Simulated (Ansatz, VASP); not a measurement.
## Two plane-wave programs on KBr

File INCAR:

```
PREC = Accurate ; ENCUT = 520
EDIFF = 1E-8 ; ISMEAR = -1
SIGMA = 0.05 ; LREAL = F
LASPH = T ; NELM = 60
ALGO = Normal ; ISIF = 2
LWAVE = F ; LCHARG = F
GGA = PE ; LEFG = T
NBANDS = 24
```

KPOINTS

```
regular mesh
0
Gamma
  10 10 6
```

Contents of POSCAR:

```
KBr
1.0
    5.6719075554      0.0000000000      0.0000000000
   -2.8359537777      4.9120160309      0.0000000000
    0.0000000000      0.0000000000      6.6444758926
K Br
2 2
Direct
    0.3333333333      0.6666666667     -0.0619986288
    0.6666666667      0.3333333333      0.4380013712
    0.3333333333      0.6666666667      0.4379986288
    0.6666666667      0.3333333333      0.9379986288
```

Input for Ansatz:

```yaml
crystal:
  lattice:
    - [5.6719075554, 0.0, 0.0]
    - [-2.8359537777, 4.9120160309, 0.0]
    - [0.0, 0.0, 6.6444758926]
  atoms:
    - { symbol: K, position: [0.3333333333, 0.6666666667, -0.0619986288] }
    - { symbol: K, position: [0.6666666667, 0.3333333333, 0.4380013712] }
    - { symbol: Br, position: [0.3333333333, 0.6666666667, 0.4379986288] }
    - { symbol: Br, position: [0.6666666667, 0.3333333333, 0.9379986288] }
kpoints:
  mp_grid: { grid: [10, 10, 6] }
  band_path:
    path:
      - [0.0, 0.0, 0.0]
      - [0.5, 0.0, 0.0]
      - [0.3333333333, 0.3333333333, 0.0]
      - [0.0, 0.0, 0.0]
      - [0.0, 0.0, 0.5]
      - [0.5, 0.0, 0.5]
      - [0.3333333333, 0.3333333333, 0.5]
      - [0.0, 0.0, 0.5]
      - [0.5, 0.0, 0.5]
    npoints: 14
scf:
  occupations: { method: fermi_dirac, width: 0.05 }
hamiltonian:
  xc: pbe
  pseudopotentials: { kind: paw }
output:
  forces: true
  stress: true
  eigenvalues: true
  efg: { contact_densities: true }
  populations: true
  bader: true
  dos: { projected: true, de: 0.2, e_range: [-14, 8] }
  write_density: true
  write_potential: true
  elf: true
  volumetric_format: npy
```

Alike in both runs: task electric field gradients; functional PBE; k mesh 10 × 10 × 6; occupations fermi-dirac, width 0.05 eV; no spin polarisation.

```csv
,VASP,Ansatz
version,VASP 6.6.1,Ansatz 0.2.0
potentials or method,"VASP PAW PBE potentials, release 64 (K_sv, Br)","PAW with Ansatz's default frozen-core files, scalar-relativistic"
plane-wave cutoff (eV),520,420
valence electrons in the cell,32,32
```

```csv
,VASP,Ansatz,Ansatz less VASP
gap on the k mesh at the Fermi level (eV),4.14,4.14,+0.001
pressure (GPa),0.0,0.0,-0.02
size of Vzz on the site where it differs most (V/Å²),3.7,4.0,+0.32
```

The functional is the same, so the differences come from potentials, cutoffs and numerics. Ansatz's warnings: structure snapped to symmetry, xc potential rough in thin density.
